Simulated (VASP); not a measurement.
ZnS, 12 atoms in the cell. The structure is orthorhombic, space group Pmn2_1 (No. 31). The conventional cell has a = 3.849 Å, b = 11.247 Å, c = 5.443 Å, α = 90.00°, β = 90.00°, γ = 90.00°. Zn (site symmetry m) has 4 S at 2.12 to 2.36 Å within 2.8 Å. Within 3.1 Å of Zn (site symmetry m) lie 4 S at 2.36 Å. Within 3.1 Å of Zn (site symmetry m) lie 4 S at 2.36 Å. S (site symmetry m) has 4 Zn at 2.36 Å within 3.1 Å. S (site symmetry m) has 4 Zn at 2.36 Å within 3.1 Å. S (site symmetry m) has 4 Zn at 2.12 to 2.36 Å within 2.8 Å.  This cell differs from its parent crystal: the distance across one plane changed.

* Program: VASP 6.6.1
* Task: single point
* Functional: PBE
* Potentials or basis: VASP PAW PBE potentials, release 64 (Zn, S)
* Cutoff: 520 eV
* k mesh: 5 × 7 × 3
* Occupations: gaussian, width 0.05 eV
* Spin: no spin polarisation
* Dipole correction: no
* Further INCAR settings: ALGO = Normal; EDIFF = 1e-07; NBANDS = 66

Potentials or basis: VASP PAW PBE potentials, release 64 (Zn, S).

The run is started by

```bash
$ cat potpaw_PBE.64/Zn/POTCAR potpaw_PBE.64/S/POTCAR > POTCAR
$ mpirun -np 1 vasp_std > vasp.out
```

Hardware: 1 thread of Intel(R) Xeon(R) Platinum 8259CL CPU @ 2.50GHz (Skylake/Cascade Lake), with other jobs on the host.

**Question.** How long does it take, and how much memory?

**Answer.** Run time: 10 min on 1 thread of Intel(R) Xeon(R) Platinum 8259CL CPU @ 2.50GHz (Skylake/Cascade Lake), on a shared host, peak memory 0.46 GiB. Counts: scf iterations 18, k points 24.
